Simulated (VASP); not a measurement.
Here is a VASP 6.6.1 calculation.

The input POSCAR:

```
FeSi
1.0
    2.4441846470      0.0000000000      0.0000000000
    0.0000000000      2.4441846470      0.0000000000
    0.0000000000      0.0000000000      2.4441846470
Fe Si
1 1
Direct
    0.0000000000      0.0000000000      0.0000000000
    0.5000000000      0.5000000000      0.5000000000
```

File INCAR.step1:

```
SYSTEM = FeSi
ALGO = Normal
EDIFF = 1E-4
ENCUT = 520
GGA = PE
ISMEAR = 0
LASPH = .True.
LCHARG = .False.
LREAL = .False.
LWAVE = .True.
NBANDS = 13
NELM = 60
PREC = Accurate
SIGMA = 0.05
```

Contents of INCAR.step2:

```
SYSTEM = FeSi
ALGO = Normal
EDIFF = 1E-6
ENCUT = 520
ISIF = 2
ISMEAR = 0
ISTART = 1
LASPH = .True.
LCHARG = .True.
LELF = .True.
LMIXTAU = .True.
LREAL = .False.
LVHAR = .True.
LWAVE = .False.
METAGGA = R2SCAN
NBANDS = 13
NELM = 60
PREC = Accurate
SIGMA = 0.05
```

Contents of KPOINTS:

```
k-points
0
Gamma
  18 18 18
  0 0 0
```

Potentials or basis: VASP PAW PBE potentials, release 64 (Fe, Si).

Command:

```bash
$ cat potpaw_PBE.64/Fe/POTCAR potpaw_PBE.64/Si/POTCAR > POTCAR
$ cp INCAR.step1 INCAR
$ mpirun -np 1 vasp_std > vasp.out
$ cp INCAR.step2 INCAR
$ mpirun -np 1 vasp_std > vasp.out
```

Question: What does it give for the pressure?

Answer: 190.4 GPa.

Question: What does it give for the band gap on the k mesh?

Answer: Zero (band 6 reaches 18.44 eV, above the bottom of band 7 at 17.24 eV).

Caveat: the PAW data sets were made with another functional, which shifts forces and pressure a little. Spin polarisation is off, so any magnetic state and its effect on volume and gap are missing.
